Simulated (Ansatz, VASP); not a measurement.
**Two plane-wave programs on MnS**

```
Mn S
1.0
     0.00000    2.47346    2.47346
     2.47346    0.00000    2.47346
     2.47346    2.47346    0.00000
Mn S
1 1
Direct
  0.00000 0.00000 0.00000
  0.75000 0.75000 0.75000
```

Alike in both runs: task single point; functional PBE; k mesh 8 × 8 × 8; occupations fermi-dirac, width 0.05 eV; collinear spin; fixed moment 6 μB.

```csv
,VASP,Ansatz
version,VASP 6.6.1,Ansatz 0.2.0
potentials or method,"VASP PAW PBE potentials, release 64 (Mn_pv, S)",Ansatz PAW
plane-wave cutoff (eV),520,420
valence electrons in the cell,19,21
```

|  | VASP | Ansatz | Ansatz less VASP |
| --- | --- | --- | --- |
| net moment per atom (μB) | 3.00 | 3.00 | 0.000 |
| size of the moment on the site where the two differ most (μB) | 4.42 | 3.90 | -0.515 |

Site moments also hang on the region over which each program counts them. VASP's potentials hold 19 valence electrons a cell and Ansatz's 21, so a difference there can come from the potentials and not from the codes.
